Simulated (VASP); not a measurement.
# Si2GeO6 (C2) in VASP: notebook

The runs below take Si2GeO6 through single point, with PBE, r2SCAN.

All numbers are computed with VASP 6.6.1; they aren't measurements. Logs are shortened: lines on timing, memory, paths and dates and some standing lists are left out, and cuts for length are marked.

### Step 1. The cell of the first run

It takes space group C2 (No. 5, monoclinic). Conventional cell: a = 8.805 Å, b = 4.999 Å, c = 5.572 Å, α = 90.00°, β = 90.65°, γ = 90.00°. Within 2.2 Å of Si (site symmetry 1) lie 4 O at 1.63 to 1.64 Å. Within 2.3 Å of Ge (site symmetry 2) lie 4 O at 1.75 to 1.76 Å. O (site symmetry 1) has 2 Si at 1.63 Å within 2.2 Å. Within 2.2 Å of O (site symmetry 1) lie 1 Si at 1.63 Å and 1 Ge at 1.76 Å. O (site symmetry 1) has 1 Si at 1.64 Å and 1 Ge at 1.75 Å within 2.2 Å.

### Step 2. Single point, PBE

File INCAR:

```
SYSTEM = Si2GeO6
PREC = Accurate ; ENCUT = 520
EDIFF = 1E-7 ; ISMEAR = 0
SIGMA = 0.02 ; LREAL = .FALSE.
LASPH = .TRUE. ; NELM = 60
ALGO = Normal ; ISIF = 2
LWAVE = .FALSE. ; LCHARG = .FALSE.
GGA = PE ; NBANDS = 39
```

File KPOINTS:

```
regular mesh
0
G
  6 6 4
  0 0 0
```

File POSCAR:

```
Si2GeO6
1.0
    4.4024349157     -2.4992802996     -0.0003030031
    4.4024349157      2.4992802996     -0.0003030031
   -0.0632412998      0.0000000000      5.5720477132
Si Ge O
2 1 6
Direct
    0.9983557915      0.4665466619      0.1629753340
    0.5334533381      0.0016442085      0.8370246660
    0.4703500628      0.5296499372      0.5000000000
    0.2774712104      0.1487436757      0.0500218076
    0.6050250594      0.2588427521      0.7326651523
    0.1187384611      0.5958074956      0.3827585995
    0.4041925044      0.8812615389      0.6172414005
    0.8512563243      0.7225287896      0.9499781924
    0.7411572479      0.3949749406      0.2673348477
```

Potentials or basis: VASP PAW PBE potentials, release 64 (Si, Ge_d, O).

On the command line:

```
cat potpaw_PBE.64/Si/POTCAR potpaw_PBE.64/Ge_d/POTCAR potpaw_PBE.64/O/POTCAR > POTCAR
mpirun -np 1 vasp_std > vasp.out
```

OUTCAR:

```text
SYSTEM = Si2GeO6
   PREC = Accurate
   ENCUT = 520
   EDIFF = 1E-7
   ISMEAR = 0
   LREAL = .FALSE.
   LASPH = .TRUE.
   NELM = 60
   ISIF = 2
   GGA = PE

 ion  position               nearest neighbor table
   1  0.998  0.467  0.163-   4 1.63   8 1.63   9 1.63   6 1.64   2 3.11   2 3.11
   2  0.533  0.002  0.837-   8 1.63   4 1.63   5 1.63   7 1.64   1 3.11   1 3.11
   3  0.470  0.530  0.500-   6 1.75   7 1.75   5 1.76   9 1.76
   4  0.277  0.149  0.050-   1 1.63   2 1.63
   5  0.605  0.259  0.733-   2 1.63   3 1.76
   6  0.119  0.596  0.383-   1 1.64   3 1.75
   7  0.404  0.881  0.617-   2 1.64   3 1.75
   8  0.851  0.723  0.950-   2 1.63   1 1.63
   9  0.741  0.395  0.267-   1 1.63   3 1.76

  LATTYP: Found a base centered monoclinic cell.
 ALAT       =     8.8048698523
 B/A-ratio  =     0.5677040868
 C/A-ratio  =     0.6328777916
 COS(beta)  =    -0.0114178321

  Lattice vectors:

 A1 = (   4.4024349157,  -2.4992802996,  -0.0003030031)
 A2 = (   4.4024349157,   2.4992802996,  -0.0003030031)
 A3 = (  -0.0632412998,   0.0000000000,   5.5720477132)

Analysis of symmetry for initial positions (statically):
=====================================================================
 Subroutine PRICEL returns:
 Original cell was already a primitive cell.

 Routine SETGRP: Setting up the symmetry group for a
 base centered monoclinic supercell.

 Subroutine GETGRP returns: Found  2 space group operations
 (whereof  2 operations were pure point group operations)
 out of a pool of  4 trial point group operations.

The static configuration has the point symmetry C_2 .

Analysis of symmetry for dynamics (positions and initial velocities):
=====================================================================
 Subroutine PRICEL returns:
 Original cell was already a primitive cell.

 Routine SETGRP: Setting up the symmetry group for a
 base centered monoclinic supercell.

 Subroutine GETGRP returns: Found  2 space group operations
 (whereof  2 operations were pure point group operations)
 out of a pool of  4 trial point group operations.

The dynamic configuration has the point symmetry C_2 .

 Subroutine INISYM returns: Found  2 space group operations
 (whereof  2 operations are pure point group operations),
 and found     1 'primitive' translations

----------------------------------------------------------------------------------------

                                     Primitive cell

  volume of cell :     122.6175

  direct lattice vectors                    reciprocal lattice vectors
     4.402434916 -2.499280300 -0.000303003     0.113573602 -0.200057593  0.001289031
     4.402434916  2.499280300 -0.000303003     0.113573602  0.200057593  0.001289031
    -0.063241300  0.000000000  5.572047713     0.000012352  0.000000000  0.179467376

  length of vectors
     5.062394226  5.062394226  5.572406588     0.230051440  0.230051440  0.179467376

  position of ions in fractional coordinates (direct lattice)
     0.998355792  0.466546662  0.162975334
     0.533453338  0.001644208  0.837024666
     0.470350063  0.529649937  0.500000000
     0.277471210  0.148743676  0.050021808
     0.605025059  0.258842752  0.732665152
     0.118738461  0.595807496  0.382758600
     0.404192504  0.881261539  0.617241400
     0.851256324  0.722528790  0.949978192
     0.741157248  0.394974941  0.267334848

  ion indices of the primitive-cell ions
   primitive index   ion index
                 1           1
                 2           2
                 3           3
                 4           4
                 5           5
                 6           6
                 7           7
                 8           8
                 9           9

----------------------------------------------------------------------------------------

 KPOINTS: regular mesh

Automatic generation of k-mesh.
 Grid dimensions read from file:
 generate k-points for:    6    6    4

 Generating k-lattice:

  Cartesian coordinates                     Fractional coordinates (reciprocal lattice)
     0.018928934 -0.033342932  0.000214838     0.166666667 -0.000000000  0.000000000
     0.018928934  0.033342932  0.000214838    -0.000000000  0.166666667  0.000000000
     0.000003088  0.000000000  0.044866844     0.000000000  0.000000000  0.250000000

  Length of vectors
     0.038341907  0.038341907  0.044866844

  Shift w.r.t. Gamma in fractional coordinates (k-lattice)
     0.000000000  0.000000000  0.000000000

 Subroutine IBZKPT returns following result:
 ===========================================

 Found     47 irreducible k-points:

 Following reciprocal coordinates:
            Coordinates               Weight
  0.000000  0.000000  0.000000      1.000000
  0.166667  0.000000 -0.000000      4.000000
  0.333333  0.000000 -0.000000      4.000000
  0.500000 -0.000000 -0.000000      2.000000
  0.166667  0.166667 -0.000000      2.000000
  0.333333  0.166667 -0.000000      4.000000
[... 16 lines left out ...]
 -0.333333  0.166667  0.250000      4.000000
 -0.166667  0.166667  0.250000      4.000000
 [... further k-points ...]
   k-points           NKPTS =     47   k-points in BZ     NKDIM =     47   number of bands    NBANDS=     39
   number of dos      NEDOS =    301   number of ions     NIONS =      9
   total plane-waves  NPLWV =  67200
   dimension x,y,z NGX =    40 NGY =   40 NGZ =   42
   dimension x,y,z NGXF=    80 NGYF=   80 NGZF=   84
   ions per type =               2   1   6
   NGX,Y,Z   is equivalent  to a cutoff of  13.14, 13.14, 12.53 a.u.
   NGXF,Y,Z  is equivalent  to a cutoff of  26.27, 26.27, 25.06 a.u.
 SYSTEM =  Si2GeO6
   PREC   = accura    normal or accurate (medium, high low for compatibility)
   ISTART =      0    job   : 0-new  1-cont  2-samecut
   ICHARG =      2    charge: 1-file 2-atom 10-const
   ISPIN  =      1    spin polarized calculation?
   LNONCOLLINEAR =      F non collinear calculations
   LSORBIT =      F    spin-orbit coupling
   LASPH  =      T    aspherical Exc in radial PAW
   ENCUT  =  520.0 eV  38.22 Ry    6.18 a.u.   9.41  9.41 10.36*2*pi/ulx,y,z
   NELM   =     60;   NELMIN=  2; NELMDL= -5     # of ELM steps
   EDIFF  = 0.1E-06   stopping-criterion for ELM
   LREAL  =      F    real-space projection
   EDIFFG = 0.1E-05   stopping-criterion for IOM
   NSW    =      0    number of steps for IOM
   IBRION =     -1    ionic relax: 0-MD 1-quasi-New 2-CG
   NFREE  =      0    steps in history (QN), initial steepest desc. (CG)
   ISIF   =      2    stress and relaxation
   ISYM   =      2    0-nonsym 1-usesym 2-fastsym
   POTIM  = 0.5000    time-step for ionic-motion
   TEBEG  =    0.0;   TEEND  =   0.0 temperature during run
   PSTRESS=    0.0 pullay stress
   NELECT =      58.0000    total number of electrons
   NUPDOWN=      -1.0000    fix difference up-down
   EMIN   =  10.00;   EMAX   =-10.00  energy-range for DOS
   EFERMI =   0.00;   METHOD = LEGACY
   ISMEAR =     0;   SIGMA  =   0.02  broadening in eV -4-tet -1-fermi 0-gaus
   EFERMI_NEDOS =   21; number of points for ismear=-14 and -15
   IALGO  =     38    algorithm
   IMIX   =      4    mixing-type and parameters
     AMIX     =   0.40;   BMIX     =  1.00
     AMIX_MAG =   1.60;   BMIX_MAG =  1.00
  volume/ion in A,a.u.               =      13.62        91.94
  Fermi-wavevector in a.u.,A,eV,Ry     =   1.275557  2.410454 22.137317  1.627047
  Thomas-Fermi vector in A             =   2.408263
   LORBIT       =      0    0 simple, 1 ext, 2 COOP (PROOUT), +10 PAW based schemes
   GGA     = PE    functional components
   LHFCALC =     F    Hartree Fock is set to
   AEXX    =    0.0000 exact exchange contribution
   IVDW    =     0    specifies the selected vdW correction
   LEPSILON=     F    determine dielectric tensor
   LRPA    =     F    only Hartree local field effects (RPA)
 non-spin polarized calculation
 Gauss-broadening in eV      SIGMA  =   0.02
  energy-cutoff  :      520.00
  volume of cell :      122.62
 maximum number of plane-waves:      3336
 NGX is ok and might be reduce to    40
   NGX = 19   NGY = 19   NGZ = 21

 number of electron      57.9999994 magnetization

 Free energy of the ion-electron system (eV)
  ---------------------------------------------------
  ext. energy  EPLUGINS =         0.00000000
  ---------------------------------------------------
  free energy    TOTEN  =       -66.57112779 eV

  energy without entropy =      -66.57112779  energy(sigma->0) =      -66.57112779

 E-fermi :   0.6736     XC(G=0):  -9.1056

 val. band max:        0.5388807519   @ k =  -0.3333   0.3333   0.0000
 cond. band min:       5.0871793140   @ k =   0.0000   0.0000   0.0000
 fundamental gap:      4.5482985621
 Fermi energy:         0.6736464697

 k-point     1 :       0.0000    0.0000    0.0000
  band No.  band energies     occupation
      1     -22.7798      2.00000
      2     -22.7622      2.00000
      3     -22.7555      2.00000
      4     -22.5088      2.00000
      5     -22.4998      2.00000
      6     -18.5193      2.00000
[... 31 lines left out ...]
     38      12.0298      0.00000
     39      12.6017      0.00000

 k-point     2 :       0.1667    0.0000   -0.0000
  band No.  band energies     occupation
      1     -22.7801      2.00000
      2     -22.7622      2.00000
      3     -22.7560      2.00000
      4     -22.5087      2.00000
      5     -22.4997      2.00000
      6     -18.4353      2.00000
[... 31 lines left out ...]
     38      12.0609      0.00000
     39      12.5743      0.00000

 k-point     3 :       0.3333    0.0000   -0.0000
  band No.  band energies     occupation
      1     -22.7809      2.00000
      2     -22.7620      2.00000
      3     -22.7570      2.00000
      4     -22.5086      2.00000
      5     -22.4997      2.00000
      6     -18.2058      2.00000
[... 31 lines left out ...]
     38      12.0415      0.00000
     39      12.4427      0.00000

 k-point     4 :       0.5000   -0.0000   -0.0000
  band No.  band energies     occupation
      1     -22.7812      2.00000
      2     -22.7620      2.00000
      3     -22.7575      2.00000
      4     -22.5085      2.00000
      5     -22.4997      2.00000
      6     -17.9897      2.00000
[... 31 lines left out ...]
     38      11.8038      0.00000
     39      12.5618      0.00000
[... 754 lines left out ...]
     38      11.6976      0.00000
     39      12.2606      0.00000

 k-point    23 :      -0.3333    0.1667    0.2500
  band No.  band energies     occupation
      1     -22.7815      2.00000
      2     -22.7612      2.00000
      3     -22.7582      2.00000
      4     -22.5085      2.00000
      5     -22.4997      2.00000
      6     -17.9623      2.00000
[... 31 lines left out ...]
     38      11.8238      0.00000
     39      12.0719      0.00000

 k-point    24 :      -0.1667    0.1667    0.2500
  band No.  band energies     occupation
      1     -22.7808      2.00000
      2     -22.7617      2.00000
      3     -22.7571      2.00000
      4     -22.5085      2.00000
      5     -22.4997      2.00000
      6     -18.1715      2.00000
[... 31 lines left out ...]
     38      12.0379      0.00000
     39      12.2215      0.00000

 [... further k-points ...]

------------------------ aborting loop because EDIFF is reached ----------------------------------------

  FORCE on cell =-STRESS in cart. coord.  units (eV):
  Direction    XX          YY          ZZ          XY          YZ          ZX
  --------------------------------------------------------------------------------------
  -------------------------------------------------------------------------------------
  Total       -0.0373378     -0.0793280     -0.0434927      0.0000000      0.0000000      0.0006564
  in kB       -0.4878736     -1.0365369     -0.5682965      0.0000000      0.0000000      0.0085775
  external PRESSURE =      -0.6975690 kB  Pullay stress =       0.0000000 kB

 VOLUME and BASIS-vectors are now :
 -----------------------------------------------------------------------------
  energy-cutoff  :      520.00
  volume of cell :      122.62
      direct lattice vectors                 reciprocal lattice vectors
     4.402434916 -2.499280300 -0.000303003     0.113573602 -0.200057593  0.001289031
     4.402434916  2.499280300 -0.000303003     0.113573602  0.200057593  0.001289031
    -0.063241300  0.000000000  5.572047713     0.000012352  0.000000000  0.179467376

 POSITION                                       TOTAL-FORCE (eV/Angst)
 -----------------------------------------------------------------------------------
      6.43883     -1.32914      0.90766        -0.008976     -0.010362     -0.012068
      2.30280     -1.32914      4.66378         0.008976     -0.010362      0.012068
      4.37081      0.14821      2.78572         0.000000      0.014675     -0.000000
      1.87322     -0.32173      0.27859         0.005724     -0.001528     -0.003712
      3.75679     -0.86521      4.08218         0.033926      0.045598     -0.053187
      3.12154      1.19233      2.13253         0.053020     -0.041045      0.033523
      5.62009      1.19233      3.43891        -0.053020     -0.041045     -0.033523
      6.86841     -0.32173      5.29285        -0.005724     -0.001528      0.003712
      4.98484     -0.86521      1.48926        -0.033926      0.045598      0.053187
 -----------------------------------------------------------------------------------
    total drift:                               -0.000000      0.000625     -0.000000

  FREE ENERGIE OF THE ION-ELECTRON SYSTEM (eV)
  ---------------------------------------------------
  free  energy   TOTEN  =       -66.5711277874 eV

  energy  without entropy=      -66.5711277874  energy(sigma->0) =      -66.57112779
```

Wall time 3.6 min (1 thread of AMD EPYC 7R13 (Zen 3), shared host); peak memory 0.32 GiB.

What came out:

| Quantity | Value |
| --- | --- |
| Free energy | -66.5711 eV |
| Pressure | -0.1 GPa |
| Largest force | 0.078 eV/Å |
| Band gap on the k mesh | 4.55 eV (least direct gap 4.73 eV) |

Forces on the atoms (eV/Å):
```
Si  -0.009 -0.010 -0.012
Si   0.009 -0.010  0.012
Ge   0.000  0.015  0.000
O    0.006 -0.002 -0.004
O    0.034  0.046 -0.053
O    0.053 -0.041  0.034
O   -0.053 -0.041 -0.034
O   -0.006 -0.002  0.004
O   -0.034  0.046  0.053
```

A k mesh can miss the band edges.

(Part 1 of 2 ends here.)
